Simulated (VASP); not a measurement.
Crystal: MoS2.

```
Mo S
1.0
     1.60079    0.92422    6.23093
    -1.60079    0.92422    6.23093
     0.00000   -1.84844    6.23093
Mo S
1 2
Cartesian
  0.0000 0.0000 0.0000
  0.0000 0.0000 7.7949
  0.0000 0.0000 4.6732
```

Base run:

* Program: VASP 6.6.1
* Functional: LDA
* Potentials or basis: VASP PAW LDA potentials, release 64 (Mo_sv, S)
* Cutoff: 520 eV
* k mesh: 10 × 10 × 10
* Occupations: fermi-dirac, width 0.05 eV
* Spin: no spin polarisation

Its results: band gap on the k mesh 0.92 eV, indirect (least direct gap 1.86 eV); pressure -7.8 GPa; largest force 0.604 eV/Å.

**Question.** The run is repeated on the same cell with these changes: functional from LDA to PBEsol; potentials or basis from VASP PAW LDA potentials, release 64 (Mo_sv, S) to VASP PAW PBE potentials, release 64 (Mo_sv, S). What comes out?

**Answer.** Band gap on the k mesh 0.95 eV, indirect (least direct gap 1.86 eV); pressure -5.3 GPa; largest force 0.453 eV/Å.

Caveats: the PAW data sets were made with another functional, which shifts forces and pressure a little (some runs).

A k mesh can miss the band edges.
